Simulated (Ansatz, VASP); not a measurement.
## Two plane-wave programs on ZrS2

POSCAR

```
ZrS2
1.0
    3.6743994548      0.0000000000      0.0000000000
   -1.8371997274      3.1821232716      0.0000000000
    0.0000000000      0.0000000000      5.8568616098
Zr S
1 2
Direct
    0.0000000000      0.0000000000      0.0000000000
    0.3333333333      0.6666666667      0.2462322151
    0.6666666667      0.3333333333      0.7537677849
```

File INCAR.step1:

```
PREC     = Accurate       # precision mode
ENCUT    = 440            # plane-wave cutoff, eV
EDIFF    = 1E-5           # SCF threshold, eV
ISMEAR   = 0              # smearing method
SIGMA    = 0.01           # smearing width, eV
LREAL    = False          # projectors in reciprocal space
LASPH    = True           # aspherical terms in the spheres
NELM     = 120            # most SCF steps
ALGO     = Normal         # electronic algorithm
ISIF     = 2              # what is computed and relaxed
LWAVE    = True           # write WAVECAR
LCHARG   = False          # write CHGCAR
GGA      = PE             # functional
NBANDS   = 19             # bands
GGA_COMPAT= False        
KPAR     = 4
```

The input INCAR.step2:

```
PREC     = Accurate       # precision mode
ENCUT    = 440            # plane-wave cutoff, eV
EDIFF    = 1E-6           # SCF threshold, eV
ISMEAR   = 0              # smearing method
SIGMA    = 0.01           # smearing width, eV
LREAL    = False          # projectors in reciprocal space
LASPH    = True           # aspherical terms in the spheres
NELM     = 120            # most SCF steps
ALGO     = Normal         # electronic algorithm
ISIF     = 2              # what is computed and relaxed
LWAVE    = False          # write WAVECAR
LCHARG   = False          # write CHGCAR
METAGGA  = R2SCAN         # meta-GGA
LHFCALC  = True           # exact exchange
AEXX     = 0.25           # exact-exchange fraction
LMIXTAU  = True         
PRECFOCK = Normal       
ISTART   = 1            
NBANDS   = 19             # bands
GGA_COMPAT= False        
KPAR     = 4
```

KPOINTS

```
regular mesh
0
Gamma
  6 6 4
```

Input for Ansatz:

```yaml
crystal:
  lattice:
    - [3.6743994548, 0.0, 0.0]
    - [-1.8371997274, 3.1821232716, 0.0]
    - [0.0, 0.0, 5.8568616098]
  atoms:
    - { symbol: Zr, position: [0.0, 0.0, 0.0] }
    - { symbol: S, position: [0.3333333333, 0.6666666667, 0.2462322151] }
    - { symbol: S, position: [0.6666666667, 0.3333333333, 0.7537677849] }
kpoints:
  mp_grid: { grid: [6, 6, 4] }
  band_path:
    path:
      - [0.0, 0.0, 0.0]
      - [0.5, 0.0, 0.0]
      - [0.3333333333, 0.3333333333, 0.0]
      - [0.0, 0.0, 0.5]
      - [0.5, 0.0, 0.5]
      - [0.3333333333, 0.3333333333, 0.5]
      - [-0.088542, 0.041667, 0.0]
      - [0.0, 0.5, 0.5]
    npoints: 1
hamiltonian:
  xc: r2scan0
scf:
  occupations: { method: fixed }
  n_extra_bands: 4
output:
  forces: true
  stress: true
  eigenvalues: true
```

Alike in both runs: task single point; functional r2SCAN0; k mesh 6 × 6 × 4; no spin polarisation.

|  | VASP | Ansatz |
| --- | --- | --- |
| version | VASP 6.6.1 | Ansatz 0.2.0 |
| potentials or method | VASP PAW PBE potentials, release 64 (Zr_sv, S) | plane waves, PAW |
| plane-wave cutoff (eV) | 440 | 500 |
| occupations | gaussian, width 0.01 eV | fixed |
| valence electrons in the cell | 24 | 24 |

```csv
,VASP,Ansatz,Ansatz less VASP
gap on the k mesh at the Fermi level (eV),2.60,2.58,-0.011
pressure (GPa),-0.1,0.0,+0.13
"traceless stress, the component that is largest in VASP (GPa)",-0.05,-0.09,-0.038
rms of the force components (eV/Å),0.091,0.095,+0.0039
```

VASP's potentials were made for PBE, not for r2SCAN0. Atom by atom the forces differ by 0.004 eV/Å (rms over components). Ansatz's warnings: stress exchange threshold loose, stress scf threshold loose.
